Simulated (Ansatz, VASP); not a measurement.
**Ge: VASP beside Ansatz**

```xyz
4
Lattice="2.8374 2.8374 0.0000 -2.8374 2.8374 0.0000 0.0000 0.0000 5.6749" Properties=species:S:1:pos:R:3 pbc="T T T"
Ge    0.0000    0.0000    2.8374
Ge    0.0000    2.8374    0.0000
Ge    1.4187    1.4187    4.2561
Ge   -1.4187    1.4187    1.4187
```

Alike in both runs: functional PBEsol; k mesh 10 × 10 × 8; occupations gaussian, width 0.1 eV; no spin polarisation.

Ansatz relaxed the structure, and its values are those at the end. VASP's run is a single point on that final structure, the one shown.

```csv
,VASP,Ansatz
version,VASP 6.6.1,Ansatz 0.2.0
potentials or method,"VASP PAW PBE potentials, release 64 (Ge_d), cutoff 520 eV","scalar-relativistic, plane waves, PAW"
valence electrons in the cell,56,56
```

```tsv
	VASP	Ansatz	Ansatz less VASP
gap on the k mesh at the Fermi level (eV)	none	none	-
pressure (GPa)	0.0	0.0	+0.08
```

VASP's potentials were made for PBE, not for PBEsol. A gap of «none» marks a metal or a gap that the smearing closes. The functional is the same, so the differences come from potentials, cutoffs and numerics.
